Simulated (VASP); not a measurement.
Write the native input for VASP 6.6.1 that does the following.

| Quantity | Value |
| --- | --- |
| Task | single point |
| Functional | BLYP |
| Potentials or basis | VASP PAW PBE potentials, release 64 (Sr_sv) |
| Cutoff | 520 eV |
| k mesh | 11 × 11 × 11 |
| Occupations | fermi-dirac, width 0.1 eV |
| Spin | no spin polarisation |
| Dipole correction | no |
| Further INCAR settings | ALGO = Normal; EDIFF = 1e-07; NBANDS = 11 |

The structure of Sr lies in POSCAR:

```
Sr
1.0
   -2.3035135907      2.3035135907      2.3035135907
    2.3035135907     -2.3035135907      2.3035135907
    2.3035135907      2.3035135907     -2.3035135907
Sr
1
Direct
    0.0000000000      0.0000000000      0.0000000000
```

This isn't the form of Sr at room conditions, which is fcc.

These files were run (other wordings do the same):

INCAR

```
SYSTEM = Sr
AGGAC = 1.0
AGGAX = 1.0
ALDAC = 0.0
ALDAX = 1.0
ALGO = Normal
EDIFF = 1E-7
ENCUT = 520
GGA = B5
ISIF = 2
ISMEAR = -1
LASPH = .True.
LCHARG = .False.
LREAL = .False.
LWAVE = .False.
NBANDS = 11
NELM = 60
PREC = Accurate
SIGMA = 0.1
```

KPOINTS

```
k-points
0
Gamma
  11 11 11
  0 0 0
```

Potentials or basis: VASP PAW PBE potentials, release 64 (Sr_sv).

The run is started by

```sh
$ cat potpaw_PBE.64/Sr_sv/POTCAR > POTCAR
$ mpirun -np 1 vasp_std > vasp.out
```

Results of the run:

```yaml
Pressure: 1.7 GPa
Band_gap_on_the_k_mesh: zero (bands 5 and 6 overlap by 0.66 eV)
```

Caveat: the PAW data sets were made with another functional, which shifts forces and pressure a little.

Wall time 62 s on 1 thread of Intel Xeon 8259CL, with other jobs on the host, peak memory 0.18 GiB.
